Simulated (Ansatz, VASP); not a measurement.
# Cu: VASP beside Ansatz

File INCAR:

```
PREC = Accurate
ENCUT = 520
EDIFF = 1E-8
ISMEAR = -1
SIGMA = 0.08
LREAL = F
LASPH = T
NELM = 60
ALGO = Normal
ISIF = 2
LWAVE = F
LCHARG = F
GGA = PS
LEFG = T
NBANDS = 12
```

KPOINTS

```
Automatic mesh
0
Gamma
  19 19 19
```

File POSCAR:

```
Cu
1.0
    0.0000000000      1.7953687620      1.7953687620
    1.7953687620      0.0000000000      1.7953687620
    1.7953687620      1.7953687620      0.0000000000
Cu
1
Direct
    0.0000000000      0.0000000000      0.0000000000
```

Input for Ansatz:

```yaml
crystal:
  lattice:
    - [0.0, 1.795368762, 1.795368762]
    - [1.795368762, 0.0, 1.795368762]
    - [1.795368762, 1.795368762, 0.0]
  atoms:
    - { symbol: Cu, position: [0.0, 0.0, 0.0] }
kpoints:
  mp_grid: { grid: [19, 19, 19] }
scf:
  occupations: { method: fermi_dirac, width: 0.08 }
hamiltonian:
  xc: pbesol
  pseudopotentials: { kind: all_electron, datasets: crystal }
output:
  forces: true
  stress: true
  eigenvalues: true
  efg: { contact_densities: true }
```

Change from the starting cell: volume scaled by 0.98, crystal datasets.

Alike in both runs: task electric field gradients; functional PBEsol; k mesh 19 × 19 × 19; occupations fermi-dirac, width 0.08 eV; no spin polarisation.

|  | VASP | Ansatz |
| --- | --- | --- |
| version | VASP 6.6.1 | Ansatz 0.2.0 |
| potentials or method | VASP PAW PBE potentials, release 64 (Cu), cutoff 520 eV | all-electron PAW with datasets made for the crystal, scalar-relativistic |

|  | VASP | Ansatz | Ansatz less VASP |
| --- | --- | --- | --- |
| pressure (GPa) | -3.0 | -3.7 | -0.70 |

VASP's potentials were made for PBE, not for PBEsol. Ansatz ran all-electron here, and VASP with PAW potentials.
